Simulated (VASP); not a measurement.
# WSe2 in VASP: single point with r2SCAN

Aim: the single point of WSe2 with r2SCAN.

All numbers are computed with VASP 6.6.1; they aren't measurements. Logs are shortened: lines on timing, memory, paths and dates and some standing lists are left out, and cuts for length are marked.

**1. The cell of the first run**

The cell holds a slab with vacuum, 3 atoms: a = 3.175 Å, b = 3.233 Å, c = 15.937 Å, α = 93.29°, β = 83.34°, γ = 122.02°.

**2. Single point, r2SCAN (atoms moved at random and the cell strained at random)**

POSCAR reads:

```
WSe2
1.0
    3.1683912536     -0.0736141138      0.1843277587
   -1.6479473194      2.7801034895     -0.0909871200
    0.9254417754      0.0068220577     15.9104968356
W Se
1 2
Direct
   -0.0043251593      0.0132692761     -0.0010626711
    0.3814904526      0.6862459040      0.1015360390
    0.2895013733      0.6338181532      0.8995266321
```

INCAR.step1 reads:

```
ALGO     = Normal         # electronic algorithm
EDIFF    = 1E-4           # SCF threshold, eV
ENCUT    = 520            # plane-wave cutoff, eV
GGA      = PE             # functional
ISMEAR   = 0              # smearing method
LASPH    = T              # aspherical terms in the spheres
LCHARG   = F              # write CHGCAR
LREAL    = F              # projectors in reciprocal space
LWAVE    = T              # write WAVECAR
NBANDS   = 20             # bands
NELM     = 60             # most SCF steps
PREC     = Accurate       # precision mode
SIGMA    = 0.05           # smearing width, eV
```

INCAR.step2 reads:

```
ALGO     = Normal         # electronic algorithm
EDIFF    = 1E-7           # SCF threshold, eV
ENCUT    = 520            # plane-wave cutoff, eV
ISIF     = 2              # what is computed and relaxed
ISMEAR   = 0              # smearing method
ISTART   = 1            
LASPH    = T              # aspherical terms in the spheres
LCHARG   = F              # write CHGCAR
LMIXTAU  = T            
LREAL    = F              # projectors in reciprocal space
LWAVE    = F              # write WAVECAR
METAGGA  = R2SCAN         # meta-GGA
NBANDS   = 20             # bands
NELM     = 60             # most SCF steps
PREC     = Accurate       # precision mode
SIGMA    = 0.05           # smearing width, eV
```

KPOINTS reads:

```
k-points
0
Gamma
  12 12 2
```

Potentials or basis: VASP PAW PBE potentials, release 64 (W_sv, Se).

Started as:

```
$ cat potpaw_PBE.64/W_sv/POTCAR potpaw_PBE.64/Se/POTCAR > POTCAR
$ cp INCAR.step1 INCAR
$ mpirun -np 1 vasp_std > vasp.out
$ cp INCAR.step2 INCAR
$ mpirun -np 1 vasp_std > vasp.out
```

OUTCAR:

```text
EDIFF = 1E-7
   ENCUT = 520
   ISIF = 2
   ISMEAR = 0
   ISTART = 1
   LASPH = T
   LREAL = F
   METAGGA = R2SCAN
   NELM = 60
   PREC = Accurate

 ion  position               nearest neighbor table
   1  0.996  0.013  0.999-   2 2.21   3 2.33   3 2.35   2 2.48   3 2.59   2 2.71
   2  0.381  0.686  0.102-   1 2.21   1 2.48   1 2.71
   3  0.290  0.634  0.900-   1 2.33   1 2.35   1 2.59

  LATTYP: Found a triclinic cell.
 ALAT       =     3.1057280906
 B/A-ratio  =     1.0221764658
 C/A-ratio  =     5.1773241924
 COS(alpha) =     0.0082600200
 COS(beta)  =     0.1586134554
 COS(gamma) =     0.4701408488

  Lattice vectors:

 A1 = (  -1.5204439342,  -2.7064893757,  -0.0933406387)
 A2 = (  -3.1683912536,   0.0736141138,  -0.1843277587)
 A3 = (   0.7225055440,  -2.7869255472, -15.8195097156)

Analysis of symmetry for initial positions (statically):
=====================================================================
 Subroutine PRICEL returns:
 Original cell was already a primitive cell.

 Routine SETGRP: Setting up the symmetry group for a
 triclinic supercell.

 Subroutine GETGRP returns: Found  1 space group operations
 (whereof  1 operations were pure point group operations)
 out of a pool of  2 trial point group operations.

The static configuration has the point symmetry C_1 .

Analysis of symmetry for dynamics (positions and initial velocities):
=====================================================================
 Subroutine PRICEL returns:
 Original cell was already a primitive cell.

 Routine SETGRP: Setting up the symmetry group for a
 triclinic supercell.

 Subroutine GETGRP returns: Found  1 space group operations
 (whereof  1 operations were pure point group operations)
 out of a pool of  2 trial point group operations.

The dynamic configuration has the point symmetry C_1 .

 Subroutine INISYM returns: Found  1 space group operations
 (whereof  1 operations are pure point group operations),
 and found     1 'primitive' translations

----------------------------------------------------------------------------------------

                                     Primitive cell

[... 84 lines left out ...]
   ISTART =      1    job   : 0-new  1-cont  2-samecut
   ICHARG =      0    charge: 1-file 2-atom 10-const
   ISPIN  =      1    spin polarized calculation?
   LNONCOLLINEAR =      F non collinear calculations
   LSORBIT =      F    spin-orbit coupling
   LASPH  =      T    aspherical Exc in radial PAW
   ENCUT  =  520.0 eV  38.22 Ry    6.18 a.u.   5.90  6.01 29.63*2*pi/ulx,y,z
   NELM   =     60;   NELMIN=  2; NELMDL=  0     # of ELM steps
   EDIFF  = 0.1E-06   stopping-criterion for ELM
   LREAL  =      F    real-space projection
   EDIFFG = 0.1E-05   stopping-criterion for IOM
   NSW    =      0    number of steps for IOM
   IBRION =     -1    ionic relax: 0-MD 1-quasi-New 2-CG
   NFREE  =      0    steps in history (QN), initial steepest desc. (CG)
   ISIF   =      2    stress and relaxation
   ISYM   =      2    0-nonsym 1-usesym 2-fastsym
   POTIM  = 0.5000    time-step for ionic-motion
   TEBEG  =    0.0;   TEEND  =   0.0 temperature during run
   PSTRESS=    0.0 pullay stress
   NELECT =      26.0000    total number of electrons
   NUPDOWN=      -1.0000    fix difference up-down
   EMIN   =  10.00;   EMAX   =-10.00  energy-range for DOS
   EFERMI =   0.00;   METHOD = LEGACY
   ISMEAR =     0;   SIGMA  =   0.05  broadening in eV -4-tet -1-fermi 0-gaus
   EFERMI_NEDOS =   21; number of points for ismear=-14 and -15
   IALGO  =     38    algorithm
   IMIX   =      4    mixing-type and parameters
     AMIX     =   0.40;   BMIX     =  1.00
     AMIX_MAG =   1.60;   BMIX_MAG =  1.00
  volume/ion in A,a.u.               =      45.92       309.86
  Fermi-wavevector in a.u.,A,eV,Ry     =   0.939082  1.774608 11.998639  0.881875
  Thomas-Fermi vector in A             =   2.066358
   LORBIT       =      0    0 simple, 1 ext, 2 COOP (PROOUT), +10 PAW based schemes
   METAGGA = R2SCAN    functional components
   LHFCALC =     F    Hartree Fock is set to
   AEXX    =    0.0000 exact exchange contribution
   IVDW    =     0    specifies the selected vdW correction
   LEPSILON=     F    determine dielectric tensor
   LRPA    =     F    only Hartree local field effects (RPA)
 non-spin polarized calculation
 Gauss-broadening in eV      SIGMA  =   0.05
  energy-cutoff  :      520.00
  volume of cell :      137.75
 maximum number of plane-waves:      3764
   NGX = 11   NGY = 13   NGZ = 59

 number of electron      26.0000001 magnetization

 Free energy of the ion-electron system (eV)
  ---------------------------------------------------
  ext. energy  EPLUGINS =         0.00000000
  ---------------------------------------------------
  free energy    TOTEN  =       -80.04585263 eV

  energy without entropy =      -80.04585263  energy(sigma->0) =      -80.04585263

 E-fermi :   0.0513     XC(G=0):  -5.2448

 val. band max:       -0.3370763130   @ k =   0.3333   0.3333   0.5000
 cond. band min:       1.3362487217   @ k =  -0.3333   0.1667   0.0000
 fundamental gap:      1.6733250347
 Fermi energy:         0.0513364523

 k-point     1 :       0.0000    0.0000    0.0000
  band No.  band energies     occupation
      1     -76.0949      2.00000
      2     -39.9482      2.00000
      3     -39.6613      2.00000
      4     -39.6031      2.00000
      5     -16.7421      2.00000
      6     -14.9881      2.00000
[... 541 lines left out ...]
     19       7.9180      0.00000
     20       8.4315      0.00000

 [... further k-points ...]

------------------------ aborting loop because EDIFF is reached ----------------------------------------

  FORCE on cell =-STRESS in cart. coord.  units (eV):
  Direction    XX          YY          ZZ          XY          YZ          ZX
  --------------------------------------------------------------------------------------
  -------------------------------------------------------------------------------------
  Total        9.3815062     10.1538320     11.9308446      2.3938691     -4.5497168    -10.5541905
  in kB      109.1178757    118.1009269    138.7696597     27.8434941    -52.9185213   -122.7575645
  external PRESSURE =     121.9961541 kB  Pullay stress =       0.0000000 kB

 VOLUME and BASIS-vectors are now :
 -----------------------------------------------------------------------------
  energy-cutoff  :      520.00
  volume of cell :      137.75
      direct lattice vectors                 reciprocal lattice vectors
     3.168391254 -0.073614114  0.184327759     0.321117186  0.189732992 -0.018759290
    -1.647947319  2.780103490 -0.090987120     0.008511843  0.364723039 -0.000651480
     0.925441775  0.006822058 15.910496836    -0.003671560 -0.000112376  0.063065195

 POSITION                                       TOTAL-FORCE (eV/Angst)
 -----------------------------------------------------------------------------------
      4.05728     -0.02959     16.07591         2.578073      0.097933     -0.625829
      0.17178      1.88044      1.62337        -4.735629     -1.517678      4.230769
      0.70521      1.74691     14.30761         2.157556      1.419745     -3.604940
 -----------------------------------------------------------------------------------
    total drift:                               -0.000135      0.000127     -0.000043

  FREE ENERGIE OF THE ION-ELECTRON SYSTEM (eV)
  ---------------------------------------------------
  free  energy   TOTEN  =       -80.0458526267 eV

  energy  without entropy=      -80.0458526267  energy(sigma->0) =      -80.04585263
```

OSZICAR.step1:

```text
N       E                     dE             d eps       ncg     rms          rms(c)
DAV:   1     0.182186778742E+03    0.18219E+03   -0.12296E+04  6992   0.112E+03
DAV:   2    -0.804913660758E+01   -0.19024E+03   -0.18438E+03  7748   0.272E+02
DAV:   3    -0.204140571623E+02   -0.12365E+02   -0.12268E+02  7760   0.650E+01
DAV:   4    -0.206175644195E+02   -0.20351E+00   -0.20328E+00  7388   0.927E+00
DAV:   5    -0.206213250920E+02   -0.37607E-02   -0.37605E-02  7496   0.135E+00    0.282E+01
DAV:   6    -0.200126153666E+02    0.60871E+00   -0.24952E+00  6680   0.108E+01    0.117E+01
DAV:   7    -0.198884577210E+02    0.12416E+00   -0.99779E-01  6808   0.527E+00    0.419E+00
DAV:   8    -0.198455470038E+02    0.42911E-01   -0.23116E-01  6824   0.307E+00    0.640E-01
DAV:   9    -0.198441765580E+02    0.13704E-02   -0.15179E-02  7868   0.729E-01    0.510E-01
DAV:  10    -0.198430884192E+02    0.10881E-02   -0.43483E-03  6940   0.450E-01    0.681E-02
DAV:  11    -0.198429260001E+02    0.16242E-03   -0.31840E-04  6268   0.136E-01    0.789E-02
DAV:  12    -0.198426058018E+02    0.32020E-03   -0.24371E-04  6552   0.795E-02    0.342E-02
DAV:  13    -0.198425085038E+02    0.97298E-04   -0.62189E-05  4952   0.435E-02
   1 F= -.19842509E+02 E0= -.19842509E+02  d E =-.319486E-23
```

Wall time 11 min (1 thread of Intel Xeon 6975P-C (Granite Rapids), shared host); peak memory 0.54 GiB.

What came out:

```yaml
Free_energy: -80.0459 eV
Largest_force: 6.529 eV/Å
Band_gap_on_the_k_mesh: 1.67 eV (least direct gap 1.81 eV)
```

Forces on the atoms (eV/Å):
```
W    2.578  0.098 -0.626
Se  -4.736 -1.518  4.231
Se   2.158  1.420 -3.605
```

Caveat: the cell differs from its parent crystal (atoms moved at random and the cell strained at random); the PAW data sets were made with another functional, which shifts forces and pressure a little; spin-orbit coupling is left out, which moves the levels of the heavy elements.
